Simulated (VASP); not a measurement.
AgBiBrO, 8 atoms in the cell. Symmetry: P4/nmm, No. 129, tetragonal system. Conventional cell: a = 4.033 Å, b = 4.033 Å, c = 11.216 Å, α = 90.00°, β = 90.00°, γ = 90.00°. Within 3.1 Å of Bi (site symmetry 4mm) lie 4 O at 2.36 Å. Ag (site symmetry 4mm) has 5 Br at 2.82 to 2.93 Å within 3.7 Å. Within 3.7 Å of Br (site symmetry 4mm) lie 5 Ag at 2.82 to 2.93 Å and 1 Bi at 3.31 Å and 4 Br at 3.57 Å. O (site symmetry -4m2) has 4 Bi at 2.36 Å and 4 O at 2.85 Å within 3.1 Å. 

- Program: VASP 6.6.1
- Task: single point
- Functional: r2SCAN
- Potentials or basis: VASP PAW PBE potentials, release 64 (Bi_d, Ag, Br, O)
- Cutoff: 520 eV
- k mesh: 8 × 8 × 3
- Occupations: fermi-dirac, width 0.1 eV
- Spin: no spin polarisation
- Dipole correction: no
- Further INCAR settings: ALGO = Normal; EDIFF = 1e-07; NBANDS = 49

Potentials or basis: VASP PAW PBE potentials, release 64 (Bi_d, Ag, Br, O).

Command:

```sh
$ cat potpaw_PBE.64/Bi_d/POTCAR potpaw_PBE.64/Ag/POTCAR potpaw_PBE.64/Br/POTCAR potpaw_PBE.64/O/POTCAR > POTCAR
$ cp INCAR.step1 INCAR
$ mpirun -np 1 vasp_std > vasp.out
$ cp INCAR.step2 INCAR
$ mpirun -np 1 vasp_std > vasp.out
```

Hardware: 1 thread of Intel(R) Xeon(R) Platinum 8488C (Sapphire Rapids), with other jobs on the host.

Q: How long does it take, and how much memory?

A: Run time: 11 min on 1 thread of Intel(R) Xeon(R) Platinum 8488C (Sapphire Rapids), on a shared host, peak memory 0.45 GiB. Counts: k points 30.
